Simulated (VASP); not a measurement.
Crystal: Al2O3.

```
Al O
1.0
     2.88432    0.00000    0.00000
    -1.44216    2.49790    0.00000
     0.00000    0.00000    9.33675
Al O
2 3
Direct
  0.00000 0.00000 0.85001
  0.00000 0.00000 0.14999
  0.33333 0.66667 0.77768
  0.66667 0.33333 0.00000
  0.33333 0.66667 0.22232
```

```yaml
Program: VASP 6.6.1
Task: relaxation of cell and atoms
Functional: PBEsol
Dispersion: D3(BJ)
Potentials_or_basis: VASP PAW PBE potentials, release 64 (Al, O)
Cutoff: 600 eV
k_mesh: 11 × 11 × 3
Occupations: fermi-dirac, width 0.05 eV
Spin: no spin polarisation
```

At the start: pressure -4.3 GPa; volume 13.45 Å³/atom.

**Question.** How do energy, volume and symmetry change on relaxing?

**Answer.** Over 29 steps the energy falls by 35.6 meV/atom and the volume is 10.08 Å³/atom (-25.0 %); space group P-6m2 (No. 187, to 0.05 Å).

The path:
| step | energy change (eV) | largest force (eV/Å) | pressure (GPa) | volume (Å³) |
| --- | --- | --- | --- | --- |
| 1 | 0.0000 | 0.1606 | -4.33 | 67.27 |
| 2 | -0.0022 | 0.5497 | 4.33 | 63.79 |
| 3 | -0.0267 | 0.2236 | -0.12 | 65.46 |
| 4 | -0.0278 | 0.2731 | -0.08 | 65.10 |
| 5 | -0.0292 | 0.0607 | -0.10 | 65.25 |
| 6 | -0.0298 | 0.0592 | -0.09 | 65.16 |
| 7 | -0.0316 | 0.0581 | -0.05 | 64.90 |
| 8 | -0.0349 | 0.0552 | 0.07 | 64.38 |
| 9 | -0.0404 | 0.0489 | 0.30 | 63.34 |
| 10 | -0.0481 | 0.1078 | 0.92 | 61.28 |
| 11 | -0.0521 | 0.2094 | 2.72 | 57.24 |
| 12 | -0.0523 | 0.1321 | 1.79 | 59.53 |
| 13 | -0.0524 | 0.1333 | 1.77 | 59.52 |
| 14 | -0.0527 | 0.1343 | 1.76 | 59.48 |
| 15 | -0.0534 | 0.1390 | 1.74 | 59.41 |
| 16 | -0.0548 | 0.1490 | 1.69 | 59.26 |
| 17 | -0.0577 | 0.1686 | 1.59 | 58.97 |
| 18 | -0.0635 | 0.2023 | 1.44 | 58.38 |
| 19 | -0.0755 | 0.2651 | 1.14 | 57.21 |
| 20 | -0.1018 | 0.3627 | 0.76 | 54.86 |
| 21 | -0.1467 | 0.4956 | 1.21 | 50.16 |
| 22 | -0.1617 | 0.3651 | 0.75 | 49.66 |
| 23 | -0.1648 | 0.2948 | 0.51 | 49.35 |
| 24 | -0.1697 | 0.2301 | 0.50 | 49.54 |
| 25 | -0.1773 | 0.0660 | 0.46 | 50.12 |
| 26 | -0.1775 | 0.0669 | 0.47 | 50.24 |
| 27 | -0.1779 | 0.0069 | 0.07 | 50.39 |
| 28 | -0.1779 | 0.0114 | 0.01 | 50.41 |
| 29 | -0.1779 | 0.0062 | -0.03 | 50.42 |

Final structure:
```
CELL_PARAMETERS angstrom
2.85101 0.00000 0.00000
-1.42550 2.46905 0.00000
0.00000 0.00000 7.16284
ATOMIC_POSITIONS crystal
Al 0.00000 0.00000 0.80716
Al 0.00000 0.00000 0.19284
O 0.33333 0.66667 0.71244
O 0.66667 0.33333 0.00000
O 0.33333 0.66667 0.28756
```

Caveat: the volume moved by over 15 % at a fixed basis, so the end points are rough; the PAW data sets were made with another functional, which shifts forces and pressure a little.
